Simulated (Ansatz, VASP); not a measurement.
# One calculation of Ga, two programs

```
Ga
1.0
     3.81696   -2.32663    0.00000
     3.81696    2.32663    0.00000
     0.00000    0.00000    4.48825
Ga
4
Cartesian
  2.5773 -1.5260 1.1221
  2.5773 1.5260 3.3662
  5.0566 1.5260 3.3662
  5.0566 -1.5260 1.1221
```

Alike in both runs: task single point; functional PBE; k mesh 7 × 7 × 6; occupations fermi-dirac, width 0.05 eV; no spin polarisation.

|  | VASP | Ansatz |
| --- | --- | --- |
| version | VASP 6.6.1 | Ansatz 0.2.0 |
| potentials or method | VASP PAW PBE potentials, release 64 (Ga_d) | Ansatz PAW |
| plane-wave cutoff (eV) | 520 | 420 |
| valence electrons in the cell | 52 | 52 |

Ansatz gave:

- gap on the k mesh at the Fermi level (eV): none
- pressure (GPa): 3.3
- traceless stress, the component that is largest in VASP (GPa): 0.57
- rms of the force components (eV/Å): 0.027

Problem. Estimate VASP's values.

Solution. gap on the k mesh at the Fermi level (eV): none; pressure (GPa): 3.3; traceless stress, the component that is largest in VASP (GPa): 0.58; rms of the force components (eV/Å): 0.028.

Atom by atom the forces differ by 0.002 eV/Å (rms over components). A gap of «none» marks a metal or a gap that the smearing closes.
